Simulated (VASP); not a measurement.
# Sb (I4/mmm) in VASP: further runs

The runs below take Sb through electric field gradients, with PBEsol.

All numbers are computed with VASP 6.6.1; they aren't measurements. Logs are shortened: lines on timing, memory, paths and dates and some standing lists are left out, and cuts for length are marked.

## (1) The cell of the first run

The structure is tetragonal, space group I4/mmm (No. 139). Conventional cell: a = 3.059 Å, b = 3.059 Å, c = 5.041 Å, α = 90.00°, β = 90.00°, γ = 90.00°. Within 4.0 Å of Sb (site symmetry 4/mmm) lie 12 Sb at 3.06 to 3.32 Å.

## (2) Electric field gradients, PBEsol (23.59 Å³/atom)

File INCAR:

```
PREC = Accurate
ENCUT = 520
EDIFF = 1E-8
ISMEAR = -1
SIGMA = 0.05
LREAL = False
LASPH = True
NELM = 80
ALGO = Normal
ISIF = 2
LWAVE = False
LCHARG = False
GGA = PS
LEFG = True
NBANDS = 8
```

File KPOINTS:

```
regular mesh
0
Gamma
  19 19 19
```

File POSCAR:

```
Sb
1.0
   -1.5296765170      1.5296765170      2.5206629649
    1.5296765170     -1.5296765170      2.5206629649
    1.5296765170      1.5296765170     -2.5206629649
Sb
1
Direct
    0.0000000000      0.0000000000      0.0000000000
```

Potentials or basis: VASP PAW PBE potentials, release 64 (Sb).

Launch:

```
> cat potpaw_PBE.64/Sb/POTCAR > POTCAR
> mpirun -np 1 vasp_std > vasp.out
```

OUTCAR:

```text
PREC = Accurate
   ENCUT = 520
   EDIFF = 1E-8
   ISMEAR = -1
   LREAL = False
   LASPH = True
   NELM = 80
   ISIF = 2
   GGA = PS

 ion  position               nearest neighbor table
   1  0.000  0.000  0.000-

  LATTYP: Found a body centered tetragonal cell.
 ALAT       =     3.0593530340
 C/A-ratio  =     1.6478405316

  Lattice vectors:

 A1 = (  -1.5296765170,   1.5296765170,   2.5206629649)
 A2 = (   1.5296765170,  -1.5296765170,   2.5206629649)
 A3 = (   1.5296765170,   1.5296765170,  -2.5206629649)

Analysis of symmetry for initial positions (statically):
=====================================================================
 Subroutine PRICEL returns:
 Original cell was already a primitive cell.

 Routine SETGRP: Setting up the symmetry group for a
 body centered tetragonal supercell.

 Subroutine GETGRP returns: Found 16 space group operations
 (whereof 16 operations were pure point group operations)
 out of a pool of 16 trial point group operations.

The static configuration has the point symmetry D_4h.

Analysis of symmetry for dynamics (positions and initial velocities):
=====================================================================
 Subroutine PRICEL returns:
 Original cell was already a primitive cell.

 Routine SETGRP: Setting up the symmetry group for a
 body centered tetragonal supercell.

 Subroutine GETGRP returns: Found 16 space group operations
 (whereof 16 operations were pure point group operations)
 out of a pool of 16 trial point group operations.

The dynamic configuration has the point symmetry D_4h.

 Subroutine INISYM returns: Found 16 space group operations
 (whereof 16 operations are pure point group operations),
 and found     1 'primitive' translations

----------------------------------------------------------------------------------------

                                     Primitive cell

  volume of cell :      23.5925

  direct lattice vectors                    reciprocal lattice vectors
    -1.529676517  1.529676517  2.520662965     0.000000000  0.326866494  0.198360513
     1.529676517 -1.529676517  2.520662965     0.326866494  0.000000000  0.198360513
     1.529676517  1.529676517 -2.520662965     0.326866494  0.326866494  0.000000000

  length of vectors
     3.321680640  3.321680640  3.321680640     0.382346176  0.382346176  0.462259029

  position of ions in fractional coordinates (direct lattice)
     0.000000000  0.000000000  0.000000000

  ion indices of the primitive-cell ions
   primitive index   ion index
                 1           1

----------------------------------------------------------------------------------------

 KPOINTS: regular mesh

Automatic generation of k-mesh.
 Grid dimensions read from file:
 generate k-points for:   19   19   19

 Generating k-lattice:

  Cartesian coordinates                     Fractional coordinates (reciprocal lattice)
     0.000000000  0.017203500  0.010440027     0.052631579  0.000000000  0.000000000
     0.017203500  0.000000000  0.010440027     0.000000000  0.052631579  0.000000000
     0.017203500  0.017203500  0.000000000     0.000000000  0.000000000  0.052631579

  Length of vectors
     0.020123483  0.020123483  0.024329423

  Shift w.r.t. Gamma in fractional coordinates (k-lattice)
     0.000000000  0.000000000  0.000000000

 Subroutine IBZKPT returns following result:
 ===========================================

 Found    550 irreducible k-points:

 Following reciprocal coordinates:
            Coordinates               Weight
  0.000000  0.000000  0.000000      1.000000
  0.052632  0.000000  0.000000      8.000000
  0.105263  0.000000  0.000000      8.000000
  0.157895 -0.000000  0.000000      8.000000
  0.210526 -0.000000  0.000000      8.000000
  0.263158  0.000000  0.000000      8.000000
[... 16 lines left out ...]
 -0.315789  0.052632  0.000000     16.000000
 -0.263158  0.052632  0.000000     16.000000
 [... further k-points ...]
   k-points           NKPTS =    550   k-points in BZ     NKDIM =    550   number of bands    NBANDS=      8
   number of dos      NEDOS =    301   number of ions     NIONS =      1
   total plane-waves  NPLWV =  21952
   dimension x,y,z NGX =    28 NGY =   28 NGZ =   28
   dimension x,y,z NGXF=    56 NGYF=   56 NGZF=   56
   ions per type =               1
   NGX,Y,Z   is equivalent  to a cutoff of  14.01, 14.01, 14.01 a.u.
   NGXF,Y,Z  is equivalent  to a cutoff of  28.03, 28.03, 28.03 a.u.
 SYSTEM =  unknown system
   PREC   = accura    normal or accurate (medium, high low for compatibility)
   ISTART =      0    job   : 0-new  1-cont  2-samecut
   ICHARG =      2    charge: 1-file 2-atom 10-const
   ISPIN  =      1    spin polarized calculation?
   LNONCOLLINEAR =      F non collinear calculations
   LSORBIT =      F    spin-orbit coupling
   LASPH  =      T    aspherical Exc in radial PAW
   ENCUT  =  520.0 eV  38.22 Ry    6.18 a.u.   6.18  6.18  6.18*2*pi/ulx,y,z
   NELM   =     80;   NELMIN=  2; NELMDL= -5     # of ELM steps
   EDIFF  = 0.1E-07   stopping-criterion for ELM
   LREAL  =      F    real-space projection
   EDIFFG = 0.1E-06   stopping-criterion for IOM
   NSW    =      0    number of steps for IOM
   IBRION =     -1    ionic relax: 0-MD 1-quasi-New 2-CG
   NFREE  =      0    steps in history (QN), initial steepest desc. (CG)
   ISIF   =      2    stress and relaxation
   ISYM   =      2    0-nonsym 1-usesym 2-fastsym
   POTIM  = 0.5000    time-step for ionic-motion
   TEBEG  =    0.0;   TEEND  =   0.0 temperature during run
   PSTRESS=    0.0 pullay stress
   NELECT =       5.0000    total number of electrons
   NUPDOWN=      -1.0000    fix difference up-down
   EMIN   =  10.00;   EMAX   =-10.00  energy-range for DOS
   EFERMI =   0.00;   METHOD = LEGACY
   ISMEAR =    -1;   SIGMA  =   0.05  broadening in eV -4-tet -1-fermi 0-gaus
   EFERMI_NEDOS =   21; number of points for ismear=-14 and -15
   IALGO  =     38    algorithm
   IMIX   =      4    mixing-type and parameters
     AMIX     =   0.40;   BMIX     =  1.00
     AMIX_MAG =   1.60;   BMIX_MAG =  1.00
  volume/ion in A,a.u.               =      23.59       159.21
  Fermi-wavevector in a.u.,A,eV,Ry     =   0.976053  1.844473 12.961997  0.952680
  Thomas-Fermi vector in A             =   2.106642
   LORBIT       =      0    0 simple, 1 ext, 2 COOP (PROOUT), +10 PAW based schemes
   GGA     = PS    functional components
   LHFCALC =     F    Hartree Fock is set to
   AEXX    =    0.0000 exact exchange contribution
   IVDW    =     0    specifies the selected vdW correction
   LEPSILON=     F    determine dielectric tensor
   LRPA    =     F    only Hartree local field effects (RPA)
 non-spin polarized calculation
  energy-cutoff  :      520.00
  volume of cell :       23.59
 maximum number of plane-waves:       650
 NGX is ok and might be reduce to    28
   NGX = 13   NGY = 13   NGZ = 13

 number of electron       5.0000000 magnetization

 Free energy of the ion-electron system (eV)
  ---------------------------------------------------
  ext. energy  EPLUGINS =         0.00000000
  ---------------------------------------------------
  free energy    TOTEN  =        -4.24035469 eV

  energy without entropy =       -4.23553922  energy(sigma->0) =       -4.23794695

 E-fermi :  10.2483     XC(G=0): -10.9091

 val. band max:       10.2363828277   @ k =   0.2632   0.2632   0.1579
 cond. band min:      10.2496420993   @ k =  -0.2105   0.3158   0.1053
 fundamental gap:      0.0132592716
 Fermi energy:        10.2483035855

 k-point     1 :       0.0000    0.0000    0.0000
  band No.  band energies     occupation
      1      -3.8620      2.00000
      2      16.2656      0.00000
      3      16.5855      0.00000
      4      16.5855      0.00000
      5      20.1892      0.00000
      6      20.7001      0.00000
      7      21.2154      0.00000
      8      21.2154      0.00000

 k-point     2 :       0.0526    0.0000    0.0000
  band No.  band energies     occupation
      1      -3.7994      2.00000
      2      15.8135      0.00000
      3      16.1956      0.00000
      4      16.5508      0.00000
      5      19.9263      0.00000
      6      20.5452      0.00000
      7      21.3328      0.00000
      8      21.5784      0.00000

 k-point     3 :       0.1053    0.0000    0.0000
  band No.  band energies     occupation
      1      -3.6116      2.00000
      2      14.3464      0.00000
      3      15.7235      0.00000
      4      16.4606      0.00000
      5      19.4136      0.00000
      6      20.4751      0.00000
      7      21.6652      0.00000
      8      21.6754      0.00000

 k-point     4 :       0.1579   -0.0000    0.0000
  band No.  band energies     occupation
      1      -3.2991      2.00000
      2      12.5899      0.00000
      3      15.1542      0.00000
      4      16.3461      0.00000
      5      18.9438      0.00000
      6      20.1447      0.00000
      7      22.1540      0.00000
      8      22.3645      0.00000

 k-point     5 :       0.2105   -0.0000    0.0000
  band No.  band energies     occupation
      1      -2.8631      2.00000
      2      10.7943      0.00004
      3      14.5670      0.00000
      4      16.2371      0.00000
      5      18.4923      0.00000
      6      19.9113      0.00000
      7      22.6431      0.00000
      8      23.2318      0.00000

 k-point     6 :       0.2632    0.0000    0.0000
  band No.  band energies     occupation
      1      -2.3065      2.00000
      2       9.0491      2.00000
      3      14.0213      0.00000
      4      16.1524      0.00000
      5      18.0824      0.00000
      6      19.8077      0.00000
      7      22.6045      0.00000
      8      23.4597      0.00000

 k-point     7 :       0.3158    0.0000    0.0000
  band No.  band energies     occupation
      1      -1.6359      2.00000
      2       7.4003      2.00000
      3      13.5533      0.00000
      4      16.0996      0.00000
      5      17.7394      0.00000
      6      19.8174      0.00000
      7      22.1028      0.00000
      8      22.7154      0.00000
[... 133 lines left out ...]
 k-point    20 :      -0.4737    0.0526    0.0000
  band No.  band energies     occupation
      1       0.5322      2.00000
      2       3.8835      2.00000
      3      12.6512      0.00000
      4      15.6115      0.00000
      5      17.4207      0.00000
      6      19.4896      0.00000
      7      21.4132      0.00000
      8      22.2377      0.00000

 k-point    21 :      -0.4211    0.0526   -0.0000
  band No.  band energies     occupation
      1      -0.2122      2.00000
      2       4.9465      2.00000
      3      12.7893      0.00000
      4      15.7052      0.00000
      5      17.5513      0.00000
      6      19.6535      0.00000
      7      21.3888      0.00000
      8      22.4847      0.00000

 k-point    22 :      -0.3684    0.0526   -0.0000
  band No.  band energies     occupation
      1      -1.0229      2.00000
      2       6.3239      2.00000
      3      13.0463      0.00000
      4      15.7892      0.00000
      5      17.7676      0.00000
      6      19.9457      0.00000
      7      21.3429      0.00000
      8      22.9710      0.00000

 k-point    23 :      -0.3158    0.0526    0.0000
  band No.  band energies     occupation
      1      -1.7674      2.00000
      2       7.8749      2.00000
      3      13.4136      0.00000
      4      15.8757      0.00000
      5      18.0575      0.00000
      6      20.2580      0.00000
      7      21.4757      0.00000
      8      23.2163      0.00000

 k-point    24 :      -0.2632    0.0526    0.0000
  band No.  band energies     occupation
      1      -2.4086      2.00000
      2       9.5478      2.00000
      3      13.8767      0.00000
      4      15.9769      0.00000
      5      18.3934      0.00000
      6      20.4533      0.00000
      7      21.8934      0.00000
      8      22.5807      0.00000

 [... further k-points ...]
[... 5 lines left out ...]
  --------------------------------------------------------------------------------------
  -------------------------------------------------------------------------------------
  Total        1.4584237      1.4584237      1.2785599      0.0000000      0.0000000      0.0000000
  in kB       99.0422123     99.0422123     86.8275810      0.0000000      0.0000000      0.0000000
  external PRESSURE =      94.9706686 kB  Pullay stress =       0.0000000 kB

 VOLUME and BASIS-vectors are now :
 -----------------------------------------------------------------------------
  energy-cutoff  :      520.00
  volume of cell :       23.59
      direct lattice vectors                 reciprocal lattice vectors
    -1.529676517  1.529676517  2.520662965     0.000000000  0.326866494  0.198360513
     1.529676517 -1.529676517  2.520662965     0.326866494  0.000000000  0.198360513
     1.529676517  1.529676517 -2.520662965     0.326866494  0.326866494  0.000000000

 POSITION                                       TOTAL-FORCE (eV/Angst)
 -----------------------------------------------------------------------------------
      0.00000      0.00000      0.00000        -0.000000      0.000000      0.000000
 -----------------------------------------------------------------------------------
    total drift:                                0.000000      0.000000      0.000000

  FREE ENERGIE OF THE ION-ELECTRON SYSTEM (eV)
  ---------------------------------------------------
  free  energy   TOTEN  =        -4.2403546886 eV

  energy  without entropy=       -4.2355392206  energy(sigma->0) =       -4.23794695

 Electric field gradients (V/A^2)
---------------------------------------------------------------------
 ion       V_xx      V_yy      V_zz      V_xy      V_xz      V_yz
---------------------------------------------------------------------
   1     -19.543   -19.543    39.086    -0.000    -0.000    -0.000
---------------------------------------------------------------------

 Electric field gradients after diagonalization (V/A^2)
 (convention: |V_zz| > |V_xx| > |V_yy|)
----------------------------------------------------------------------
 ion       V_xx      V_yy      V_zz     asymmetry (V_yy - V_xx)/ V_zz
----------------------------------------------------------------------
   1     -19.543   -19.543    39.086       0.000
----------------------------------------------------------------------

           NMR quadrupolar parameters

 Cq : quadrupolar parameter    Cq=e*Q*V_zz/h
 eta: asymmetry parameters     (V_yy - V_xx)/ V_zz
 Q  : nuclear electric quadrupole moment in mb (millibarn)
----------------------------------------------------------------------
 ion       Cq(MHz)       eta       Q (mb)
----------------------------------------------------------------------
   1       0.095       0.000       1.000
----------------------------------------------------------------------
```

Run time: 3.4 min. Hardware: 1 thread of Intel Xeon 8259CL, shared host; peak memory 0.24 GiB.

Results:

* Free energy: -4.2404 eV
* Pressure: 9.5 GPa
* Band gap on the k mesh: zero (an odd number of electrons rules out a gap without spin polarisation)
* Largest electric field gradient by atom: Sb +39.1 V/Å²

Stress tensor (GPa, compression positive):
```
9.90 0.00 0.00
0.00 9.90 0.00
0.00 0.00 8.68
```

Electric field gradients, principal values (V/Å²):
| atom | least | middle | greatest (by size) |
| --- | --- | --- | --- |
| 1 Sb | -19.543 | -19.543 | 39.086 |

Caveat: the cell stands under pressure; without QUAD_EFG the Cq values of the log hold for a quadrupole moment of 1 mb, not for the nuclei; the PAW data sets were made with another functional, which shifts forces and pressure a little; spin-orbit coupling is left out, which moves the levels of the heavy elements.

(Continued in part 2 of 3.)
